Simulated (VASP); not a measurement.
TaWC2, 4 atoms in the cell. The structure is trigonal, space group R-3m (No. 166). Conventional cell: a = 3.144 Å, b = 3.144 Å, c = 15.305 Å, α = 90.00°, β = 90.00°, γ = 120.00°. W (site symmetry -3m) has 6 C at 2.21 Å within 2.9 Å. Ta (site symmetry -3m) has 6 C at 2.23 Å within 2.9 Å. Within 2.9 Å of C (site symmetry 3m) lie 3 W at 2.21 Å and 3 Ta at 2.23 Å. 

```yaml
Program: VASP 6.6.1
Task: relaxation of cell and atoms
Functional: PBEsol
Potentials_or_basis: VASP PAW PBE potentials, release 64 (W_sv, Ta_pv, C)
Cutoff: 600 eV
k_mesh: 10 × 10 × 10
Occupations: fermi-dirac, width 0.05 eV
Spin: no spin polarisation
Dipole_correction: no
Further_INCAR_settings: ALGO = Normal; EDIFF = 1e-07; IBRION = 2; EDIFFG = -0.01; NSW = 60; ISIF = 3
```

Potentials or basis: VASP PAW PBE potentials, release 64 (W_sv, Ta_pv, C).

Launch:

```sh
$ cat potpaw_PBE.64/W_sv/POTCAR potpaw_PBE.64/Ta_pv/POTCAR potpaw_PBE.64/C/POTCAR > POTCAR
$ mpirun -np 1 vasp_std > vasp.out
```

Hardware: 1 thread of Intel(R) Xeon(R) 6975P-C (Granite Rapids), on a shared host.

How long does it take, and how much memory?

It took 14 min on 1 thread of Intel(R) Xeon(R) 6975P-C (Granite Rapids), on a shared host, peak memory 0.45 GiB. Counts: scf iterations 76, k points 116, ion steps 9.
